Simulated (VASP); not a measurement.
# Al3GaN4 (R3m) in VASP: further runs, part 2 of 3

VASP 6.6.1. Earlier steps stand in the parts before.

## (3) Single point, PBEsol (all Ga atoms moved +0.100 Å, as atom 4 along Cartesian [1 1 1])

INCAR

```
SYSTEM = Al3GaN4
ALGO = Normal ; EDIFF = 1E-7
ENCUT = 520 ; GGA = PS
ISIF = 2 ; ISMEAR = 0
LASPH = .TRUE. ; LCHARG = .FALSE.
LREAL = .FALSE. ; LWAVE = .FALSE.
NBANDS = 31 ; NELM = 80
PREC = Accurate ; SIGMA = 0.05
```

KPOINTS

```
k-points
0
G
  6 6 6
  0 0 0
```

POSCAR

```
Al3GaN4
1.0
    4.4069948390      0.0000000000      0.0000000000
    0.0000000000      4.4069948390      0.0000000000
    0.0000000000      0.0000000000      4.4069948390
Al Ga N
3 1 4
Direct
    0.5000000000      0.5000000000      0.0000000000
    0.5000000000      0.0000000000      0.5000000000
    0.0000000000      0.5000000000      0.5000000000
    0.0131007703      0.0131007703      0.0131007703
    0.7447077168      0.7447077168      0.2552922832
    0.7447077168      0.2552922832      0.7447077168
    0.2552922832      0.7447077168      0.7447077168
    0.2552922832      0.2552922832      0.2552922832
```

Potentials or basis: VASP PAW PBE potentials, release 64 (Al, Ga_d, N).

Run with:

```sh
$ cat potpaw_PBE.64/Al/POTCAR potpaw_PBE.64/Ga_d/POTCAR potpaw_PBE.64/N/POTCAR > POTCAR
$ mpirun -np 1 vasp_std > vasp.out
```

OUTCAR:

```text
SYSTEM = Al3GaN4
   EDIFF = 1E-7
   ENCUT = 520
   GGA = PS
   ISIF = 2
   ISMEAR = 0
   LASPH = .TRUE.
   LREAL = .FALSE.
   NELM = 80
   PREC = Accurate

 ion  position               nearest neighbor table
   1  0.500  0.500  0.000-   5 1.90   6 1.90   7 1.90   8 1.90   4 3.04   3 3.12   2 3.12   2 3.12
                             3 3.12   2 3.12   2 3.12   3 3.12   3 3.12   4 3.12   4 3.12
   2  0.500  0.000  0.500-   5 1.90   6 1.90   7 1.90   8 1.90   4 3.04   3 3.12   1 3.12   1 3.12
                             1 3.12   3 3.12   1 3.12   3 3.12   3 3.12   4 3.12   4 3.12
   3  0.000  0.500  0.500-   5 1.90   6 1.90   7 1.90   8 1.90   4 3.04   2 3.12   1 3.12   1 3.12
                             2 3.12   1 3.12   2 3.12   1 3.12   2 3.12   4 3.12   4 3.12
   4  0.013  0.013  0.013-   8 1.85   5 1.98   7 1.98   6 1.98   2 3.04   3 3.04   1 3.04   2 3.12
                             3 3.12   1 3.12   3 3.12   1 3.12   2 3.12
   5  0.745  0.745  0.255-   1 1.90   2 1.90   3 1.90   4 1.98
   6  0.745  0.255  0.745-   1 1.90   2 1.90   3 1.90   4 1.98
   7  0.255  0.745  0.745-   1 1.90   2 1.90   3 1.90   4 1.98
   8  0.255  0.255  0.255-   4 1.85   2 1.90   3 1.90   1 1.90

  LATTYP: Found a simple cubic cell.
 ALAT       =     4.4069948390

  Lattice vectors:

 A1 = (   4.4069948390,   0.0000000000,   0.0000000000)
[... 195 lines left out ...]
 Fermi energy:         5.9071093087

 k-point     1 :       0.0000    0.0000    0.0000
  band No.  band energies     occupation
      1      -9.5859      2.00000
      2      -8.0215      2.00000
      3      -7.6832      2.00000
      4      -7.6832      2.00000
      5      -7.0204      2.00000
      6      -7.0204      2.00000
[... 805 lines left out ...]
     30      16.3497      0.00000
     31      16.7932      0.00000

 [... further k-points ...]
[... 5 lines left out ...]
  --------------------------------------------------------------------------------------
  -------------------------------------------------------------------------------------
  Total        0.1729431      0.1729431      0.1729431      0.6725262      0.6725262      0.6725262
  in kB        3.2373245      3.2373245      3.2373245     12.5890266     12.5890266     12.5890266
  external PRESSURE =       3.2373245 kB  Pullay stress =       0.0000000 kB

 VOLUME and BASIS-vectors are now :
 -----------------------------------------------------------------------------
  energy-cutoff  :      520.00
  volume of cell :       85.59
      direct lattice vectors                 reciprocal lattice vectors
     4.406994839  0.000000000  0.000000000     0.226911997  0.000000000  0.000000000
     0.000000000  4.406994839  0.000000000     0.000000000  0.226911997  0.000000000
     0.000000000  0.000000000  4.406994839     0.000000000  0.000000000  0.226911997

 POSITION                                       TOTAL-FORCE (eV/Angst)
 -----------------------------------------------------------------------------------
      2.20350      2.20350      0.00000         0.266586      0.266586     -0.189914
      2.20350      0.00000      2.20350         0.266586     -0.189914      0.266586
      0.00000      2.20350      2.20350        -0.189914      0.266586      0.266586
      0.05774      0.05774      0.05774        -1.223848     -1.223848     -1.223848
      3.28192      3.28192      1.12507         0.173633      0.173633     -0.071663
      3.28192      1.12507      3.28192         0.173633     -0.071663      0.173633
      1.12507      3.28192      3.28192        -0.071663      0.173633      0.173633
      1.12507      1.12507      1.12507         0.604987      0.604987      0.604987
 -----------------------------------------------------------------------------------
    total drift:                               -0.000222     -0.000222     -0.000228

  FREE ENERGIE OF THE ION-ELECTRON SYSTEM (eV)
  ---------------------------------------------------
  free  energy   TOTEN  =       -59.8510008951 eV

  energy  without entropy=      -59.8510008951  energy(sigma->0) =      -59.85100090
```

OSZICAR:

```text
N       E                     dE             d eps       ncg     rms          rms(c)
DAV:   1     0.327218404835E+03    0.32722E+03   -0.19324E+04  2157   0.167E+03
DAV:   2    -0.216008113731E+02   -0.34882E+03   -0.32352E+03  2311   0.460E+02
DAV:   3    -0.666155323252E+02   -0.45015E+02   -0.44342E+02  2229   0.129E+02
DAV:   4    -0.684883736439E+02   -0.18728E+01   -0.18646E+01  2675   0.293E+01
DAV:   5    -0.685293956865E+02   -0.41022E-01   -0.41003E-01  2349   0.402E+00    0.161E+01
DAV:   6    -0.598426199299E+02    0.86868E+01   -0.26521E+01  3157   0.527E+01    0.555E+00
DAV:   7    -0.599369399450E+02   -0.94320E-01   -0.27642E+00  2400   0.103E+01    0.397E+00
DAV:   8    -0.598765500558E+02    0.60390E-01   -0.39436E-01  2640   0.548E+00    0.923E-01
DAV:   9    -0.598510163400E+02    0.25534E-01   -0.84615E-02  3083   0.379E+00    0.484E-01
DAV:  10    -0.598508524252E+02    0.16391E-03   -0.13752E-02  2434   0.652E-01    0.190E-01
DAV:  11    -0.598509973000E+02   -0.14487E-03   -0.69710E-04  3052   0.247E-01    0.231E-02
DAV:  12    -0.598510024082E+02   -0.51082E-05   -0.10410E-04  2480   0.927E-02    0.167E-02
DAV:  13    -0.598510010611E+02    0.13471E-05   -0.16328E-05  2938   0.351E-02    0.899E-03
DAV:  14    -0.598510011669E+02   -0.10583E-06   -0.37361E-06  2527   0.152E-02    0.616E-03
DAV:  15    -0.598510009510E+02    0.21593E-06   -0.10099E-06  2745   0.681E-03    0.285E-03
DAV:  16    -0.598510008951E+02    0.55847E-07   -0.13011E-07  1728   0.219E-03
   1 F= -.59851001E+02 E0= -.59851001E+02  d E =-.206117E-12
```

Wall time 99 s (1 thread of AMD EPYC 7R43 (Zen 3), shared host); peak memory 0.2 GiB.

What came out:

```
Free energy            : -59.8510 eV
Pressure               : 0.3 GPa
Largest force          : 2.120 eV/Å
Band gap on the k mesh : 3.11 eV, indirect (the least direct gap lies 1.0 meV higher)
```

Forces in eV/Å, atoms in the order of the input:
```
Al   0.267  0.267 -0.190
Al   0.267 -0.190  0.267
Al  -0.190  0.267  0.267
Ga  -1.224 -1.224 -1.224
N    0.174  0.174 -0.072
N    0.174 -0.072  0.174
N   -0.072  0.174  0.174
N    0.605  0.605  0.605
```

Caveat: the cell differs from its parent crystal (all Ga atoms moved +0.100 Å, as atom 4 along Cartesian [1 1 1]); the PAW data sets were made with another functional, which shifts forces and pressure a little. A k mesh can miss the band edges.

## (4) Single point, PBEsol (all Ga atoms moved -0.075 Å, as atom 4 along Cartesian [1 1 1])

INCAR

```
PREC = Accurate
ENCUT = 520
EDIFF = 1E-6
ISMEAR = 0
SIGMA = 0.05
LREAL = False
LASPH = True
NELM = 100
ALGO = Normal
ISIF = 2
LWAVE = False
LCHARG = True
GGA = PS
LELF = True
LVHAR = True
NBANDS = 31
```

KPOINTS

```
Automatic mesh
0
Gamma
  6 6 6
```

Changes to POSCAR since step 3:

```diff
@@ -11,3 +11,3 @@
     0.0000000000      0.5000000000      0.5000000000
-    0.0131007703      0.0131007703      0.0131007703
+   -0.0098255777     -0.0098255777     -0.0098255777
     0.7447077168      0.7447077168      0.2552922832
```

Run with:

```sh
$ cat potpaw_PBE.64/Al/POTCAR potpaw_PBE.64/Ga_d/POTCAR potpaw_PBE.64/N/POTCAR > POTCAR
$ mpirun -np 1 vasp_std > vasp.out
```

It took 90 s on 1 thread of AMD EPYC 7R43 (Zen 3), shared host; peak memory 0.21 GiB.

The run converged. Its results:

```
Free energy            : -59.9046 eV
Pressure               : 0.1 GPa
Largest force          : 1.195 eV/Å
Band gap on the k mesh : 2.96 eV, direct
```

Forces in eV/Å, atoms in the order of the input:
```
Al  -0.203 -0.203  0.149
Al  -0.203  0.149 -0.203
Al   0.149 -0.203 -0.203
Ga   0.690  0.690  0.690
N   -0.125 -0.125  0.063
N   -0.125  0.063 -0.125
N    0.063 -0.125 -0.125
N   -0.247 -0.247 -0.247
```

Stress tensor (GPa, compression positive):
```
 0.12 -0.59 -0.59
-0.59  0.12 -0.59
-0.59 -0.59  0.12
```

Levels at points of the mesh, in eV from the valence-band top:
| k point | band 17 | band 18 | band 19 | band 20 | band 21 | band 22 | band 23 | band 24 | band 25 | band 26 |
| --- | --- | --- | --- | --- | --- | --- | --- | --- | --- | --- |
| (0.00, 0.00, 0.00) | -2.02 | -2.02 | -0.10 | -0.10 | 0.00 | 2.96 | 3.36 | 3.36 | 3.40 | 6.84 |
| (0.50, 0.00, 0.00) | -2.67 | -1.35 | -1.25 | -1.08 | -0.91 | 5.34 | 5.56 | 5.96 | 6.05 | 8.37 |
| (0.50, 0.50, 0.00) | -2.52 | -0.92 | -0.73 | -0.59 | -0.49 | 7.13 | 7.30 | 7.49 | 7.71 | 7.87 |
| (0.50, 0.50, 0.50) | -0.63 | -0.63 | -0.54 | -0.54 | -0.24 | 5.39 | 6.83 | 6.83 | 6.85 | 9.18 |

Caveat: the cell differs from its parent crystal (all Ga atoms moved -0.075 Å, as atom 4 along Cartesian [1 1 1]); the PAW data sets were made with another functional, which shifts forces and pressure a little.

## (5) Single point, PBEsol (all Ga atoms moved +0.050 Å, as atom 4 along Cartesian [1 1 1])

INCAR

```
SYSTEM = Al3GaN4
PREC = Accurate
ENCUT = 520
EDIFF = 1E-6
ISMEAR = 0
SIGMA = 0.05
LREAL = .False.
LASPH = .True.
NELM = 80
ALGO = Normal
ISIF = 2
LWAVE = .False.
LCHARG = .False.
GGA = PS
NBANDS = 31
```

KPOINTS

```
Automatic mesh
0
Gamma
  6 6 6
  0 0 0
```

Changes to POSCAR since step 4:

```diff
@@ -11,3 +11,3 @@
     0.0000000000      0.5000000000      0.5000000000
-   -0.0098255777     -0.0098255777     -0.0098255777
+    0.0065503851      0.0065503851      0.0065503851
     0.7447077168      0.7447077168      0.2552922832
```

Potentials or basis: VASP PAW PBE potentials, release 64 (Al, Ga_d, N).

Run with:

```sh
$ cat potpaw_PBE.64/Al/POTCAR potpaw_PBE.64/Ga_d/POTCAR potpaw_PBE.64/N/POTCAR > POTCAR
$ mpirun -np 1 vasp_std > vasp.out
```

OUTCAR:

```text
SYSTEM = Al3GaN4
   PREC = Accurate
   ENCUT = 520
   EDIFF = 1E-6
   ISMEAR = 0
   LREAL = .False.
   LASPH = .True.
   NELM = 80
   ISIF = 2
   GGA = PS

 ion  position               nearest neighbor table
   1  0.500  0.500  0.000-   5 1.90   6 1.90   7 1.90   8 1.90   4 3.08   3 3.12   2 3.12   2 3.12
                             3 3.12   2 3.12   2 3.12   3 3.12   3 3.12   4 3.12   4 3.12
   2  0.500  0.000  0.500-   5 1.90   6 1.90   7 1.90   8 1.90   4 3.08   3 3.12   1 3.12   1 3.12
                             1 3.12   3 3.12   1 3.12   3 3.12   3 3.12   4 3.12   4 3.12
   3  0.000  0.500  0.500-   5 1.90   6 1.90   7 1.90   8 1.90   4 3.08   2 3.12   1 3.12   1 3.12
                             2 3.12   1 3.12   2 3.12   1 3.12   2 3.12   4 3.12   4 3.12
   4  0.007  0.007  0.007-   8 1.90   6 1.97   7 1.97   5 1.97   2 3.08   3 3.08   1 3.08   2 3.12
                             3 3.12   3 3.12   2 3.12   1 3.12   1 3.12
   5  0.745  0.745  0.255-   1 1.90   2 1.90   3 1.90   4 1.97
   6  0.745  0.255  0.745-   1 1.90   2 1.90   3 1.90   4 1.97
   7  0.255  0.745  0.745-   1 1.90   2 1.90   3 1.90   4 1.97
   8  0.255  0.255  0.255-   1 1.90   2 1.90   3 1.90   4 1.90

  LATTYP: Found a simple cubic cell.
 ALAT       =     4.4069948390

  Lattice vectors:

 A1 = (   4.4069948390,   0.0000000000,   0.0000000000)
 A2 = (   0.0000000000,   4.4069948390,   0.0000000000)
 A3 = (   0.0000000000,   0.0000000000,   4.4069948390)

Analysis of symmetry for initial positions (statically):
=====================================================================
 Subroutine PRICEL returns:
 Original cell was already a primitive cell.

 Routine SETGRP: Setting up the symmetry group for a
 simple cubic supercell.

 Subroutine GETGRP returns: Found  6 space group operations
 (whereof  6 operations were pure point group operations)
 out of a pool of 48 trial point group operations.

The static configuration has the point symmetry C_3v.

Analysis of symmetry for dynamics (positions and initial velocities):
=====================================================================
 Subroutine PRICEL returns:
 Original cell was already a primitive cell.
[... 143 lines left out ...]
  Thomas-Fermi vector in A             =   2.423046
   LORBIT       =      0    0 simple, 1 ext, 2 COOP (PROOUT), +10 PAW based schemes
   GGA     = PS    functional components
   LHFCALC =     F    Hartree Fock is set to
   AEXX    =    0.0000 exact exchange contribution
   IVDW    =     0    specifies the selected vdW correction
   LEPSILON=     F    determine dielectric tensor
   LRPA    =     F    only Hartree local field effects (RPA)
 non-spin polarized calculation
 Gauss-broadening in eV      SIGMA  =   0.05
  energy-cutoff  :      520.00
  volume of cell :       85.59
 maximum number of plane-waves:      2325
 NGX is ok and might be reduce to    36
   NGX = 17   NGY = 17   NGZ = 17

 number of electron      42.0000013 magnetization

 Free energy of the ion-electron system (eV)
  ---------------------------------------------------
  ext. energy  EPLUGINS =         0.00000000
  ---------------------------------------------------
  free energy    TOTEN  =       -59.92749234 eV

  energy without entropy =      -59.92749234  energy(sigma->0) =      -59.92749234

 E-fermi :   5.9239     XC(G=0): -11.3281

 val. band max:        5.6415722197   @ k =   0.0000   0.0000   0.0000
 cond. band min:       8.8571504980   @ k =   0.0000   0.0000   0.0000
 fundamental gap:      3.2155782783
 Fermi energy:         5.9238688763

 k-point     1 :       0.0000    0.0000    0.0000
  band No.  band energies     occupation
      1      -9.5485      2.00000
      2      -7.8965      2.00000
      3      -7.7274      2.00000
      4      -7.7274      2.00000
      5      -6.9991      2.00000
      6      -6.9991      2.00000
[... 805 lines left out ...]
     30      16.3517      0.00000
     31      16.7837      0.00000

 [... further k-points ...]
[... 5 lines left out ...]
  --------------------------------------------------------------------------------------
  -------------------------------------------------------------------------------------
  Total        0.0189589      0.0189589      0.0189589      0.2947763      0.2947763      0.2947763
  in kB        0.3548922      0.3548922      0.3548922      5.5179217      5.5179217      5.5179217
  external PRESSURE =       0.3548922 kB  Pullay stress =       0.0000000 kB

 VOLUME and BASIS-vectors are now :
 -----------------------------------------------------------------------------
  energy-cutoff  :      520.00
  volume of cell :       85.59
      direct lattice vectors                 reciprocal lattice vectors
     4.406994839  0.000000000  0.000000000     0.226911997  0.000000000  0.000000000
     0.000000000  4.406994839  0.000000000     0.000000000  0.226911997  0.000000000
     0.000000000  0.000000000  4.406994839     0.000000000  0.000000000  0.226911997

 POSITION                                       TOTAL-FORCE (eV/Angst)
 -----------------------------------------------------------------------------------
      2.20350      2.20350      0.00000         0.133851      0.133851     -0.096374
      2.20350      0.00000      2.20350         0.133851     -0.096374      0.133851
      0.00000      2.20350      2.20350        -0.096374      0.133851      0.133851
      0.02887      0.02887      0.02887        -0.561005     -0.561005     -0.561005
      3.28192      3.28192      1.12507         0.090491      0.090491     -0.041962
      3.28192      1.12507      3.28192         0.090491     -0.041962      0.090491
      1.12507      3.28192      3.28192        -0.041962      0.090491      0.090491
      1.12507      1.12507      1.12507         0.250657      0.250657      0.250657
 -----------------------------------------------------------------------------------
    total drift:                               -0.000345     -0.000345     -0.000342

  FREE ENERGIE OF THE ION-ELECTRON SYSTEM (eV)
  ---------------------------------------------------
  free  energy   TOTEN  =       -59.9274923430 eV

  energy  without entropy=      -59.9274923430  energy(sigma->0) =      -59.92749234
```

OSZICAR:

```text
N       E                     dE             d eps       ncg     rms          rms(c)
DAV:   1     0.314512293496E+03    0.31451E+03   -0.19553E+04  2218   0.166E+03
DAV:   2    -0.236159266277E+02   -0.33813E+03   -0.31389E+03  2311   0.449E+02
DAV:   3    -0.667468230930E+02   -0.43131E+02   -0.42458E+02  2250   0.125E+02
DAV:   4    -0.685474647465E+02   -0.18006E+01   -0.17938E+01  2704   0.286E+01
DAV:   5    -0.685857651018E+02   -0.38300E-01   -0.38289E-01  2281   0.393E+00    0.161E+01
DAV:   6    -0.599132949377E+02    0.86725E+01   -0.26398E+01  3155   0.521E+01    0.554E+00
DAV:   7    -0.600134754403E+02   -0.10018E+00   -0.28108E+00  2406   0.103E+01    0.396E+00
DAV:   8    -0.599564968434E+02    0.56979E-01   -0.42689E-01  2645   0.570E+00    0.996E-01
DAV:   9    -0.599274078886E+02    0.29089E-01   -0.97374E-02  3062   0.396E+00    0.486E-01
DAV:  10    -0.599273478803E+02    0.60008E-04   -0.14042E-02  2433   0.646E-01    0.191E-01
DAV:  11    -0.599274923099E+02   -0.14443E-03   -0.70599E-04  3127   0.248E-01    0.206E-02
DAV:  12    -0.599274928316E+02   -0.52163E-06   -0.11316E-04  2394   0.912E-02    0.156E-02
DAV:  13    -0.599274923430E+02    0.48858E-06   -0.82774E-06  2954   0.315E-02
   1 F= -.59927492E+02 E0= -.59927492E+02  d E =-.147652E-16
```

It took 86 s on 1 thread of AMD EPYC 7R43 (Zen 3), shared host; peak memory 0.21 GiB.

What came out:

- Free energy: -59.9275 eV
- Pressure: 0.0 GPa
- Largest force: 0.972 eV/Å
- Band gap on the k mesh: 3.22 eV, direct

Forces in eV/Å, atoms in the order of the input:
```
Al   0.134  0.134 -0.096
Al   0.134 -0.096  0.134
Al  -0.096  0.134  0.134
Ga  -0.561 -0.561 -0.561
N    0.090  0.090 -0.042
N    0.090 -0.042  0.090
N   -0.042  0.090  0.090
N    0.251  0.251  0.251
```

Levels at points of the mesh, in eV from the valence-band top:
| k point | band 18 | band 19 | band 20 | band 21 | band 22 | band 23 | band 24 | band 25 |
| --- | --- | --- | --- | --- | --- | --- | --- | --- |
| (0.00, 0.00, 0.00) | -1.97 | -0.06 | 0.00 | 0.00 | 3.22 | 3.22 | 3.34 | 3.51 |
| (0.50, 0.00, 0.00) | -1.28 | -1.20 | -1.01 | -0.90 | 5.47 | 5.56 | 5.98 | 6.10 |
| (0.50, 0.50, 0.00) | -0.86 | -0.63 | -0.58 | -0.48 | 7.25 | 7.38 | 7.46 | 7.75 |
| (0.50, 0.50, 0.50) | -0.61 | -0.54 | -0.33 | -0.33 | 5.43 | 6.88 | 6.89 | 6.89 |

Caveat: the cell differs from its parent crystal (all Ga atoms moved +0.050 Å, as atom 4 along Cartesian [1 1 1]); the PAW data sets were made with another functional, which shifts forces and pressure a little. A k mesh can miss the band edges.

## (6) Single point, PBEsol (all Ga atoms moved -0.025 Å, as atom 4 along Cartesian [1 1 1])

INCAR

```
SYSTEM = Al3GaN4
PREC = Accurate
ENCUT = 520
EDIFF = 1E-6
ISMEAR = 0
SIGMA = 0.05
LREAL = .False.
LASPH = .True.
NELM = 60
ALGO = Normal
ISIF = 2
LWAVE = .False.
LCHARG = .True.
GGA = PS
LELF = .True.
LVHAR = .True.
NBANDS = 31
```

KPOINTS is that of step 5.

Changes to POSCAR since step 5:

```diff
@@ -11,3 +11,3 @@
     0.0000000000      0.5000000000      0.5000000000
-    0.0065503851      0.0065503851      0.0065503851
+   -0.0032751926     -0.0032751926     -0.0032751926
     0.7447077168      0.7447077168      0.2552922832
```

Potentials or basis: VASP PAW PBE potentials, release 64 (Al, Ga_d, N).

Run with:

```sh
$ cat potpaw_PBE.64/Al/POTCAR potpaw_PBE.64/Ga_d/POTCAR potpaw_PBE.64/N/POTCAR > POTCAR
$ mpirun -np 1 vasp_std > vasp.out
```

Run time: 89 s. Hardware: 1 thread of AMD EPYC 7R43 (Zen 3), shared host; peak memory 0.21 GiB.

The run converged. Its results:

```
Free energy            : -59.9457 eV
Pressure               : 0.0 GPa
Largest force          : 0.429 eV/Å
Band gap on the k mesh : 3.21 eV, direct
```

Forces in eV/Å, atoms in the order of the input:
```
Al  -0.067 -0.067  0.049
Al  -0.067  0.049 -0.067
Al   0.049 -0.067 -0.067
Ga   0.248  0.248  0.248
N   -0.038 -0.038  0.016
N   -0.038  0.016 -0.038
N    0.016 -0.038 -0.038
N   -0.102 -0.102 -0.102
```

Stress tensor (GPa, compression positive):
```
-0.03 -0.23 -0.23
-0.23 -0.03 -0.23
-0.23 -0.23 -0.03
```

Levels at points of the mesh, in eV from the valence-band top:
| k point | band 19 | band 20 | band 21 | band 22 | band 23 | band 24 |
| --- | --- | --- | --- | --- | --- | --- |
| (0.00, 0.00, 0.00) | -0.03 | -0.03 | 0.00 | 3.21 | 3.33 | 3.33 |
| (0.50, 0.00, 0.00) | -1.22 | -0.99 | -0.93 | 5.49 | 5.57 | 6.01 |
| (0.50, 0.50, 0.00) | -0.60 | -0.56 | -0.52 | 7.26 | 7.41 | 7.48 |
| (0.50, 0.50, 0.50) | -0.44 | -0.44 | -0.33 | 5.44 | 6.89 | 6.89 |

Caveat: the cell differs from its parent crystal (all Ga atoms moved -0.025 Å, as atom 4 along Cartesian [1 1 1]); the PAW data sets were made with another functional, which shifts forces and pressure a little.

[end of part 2 of 3]
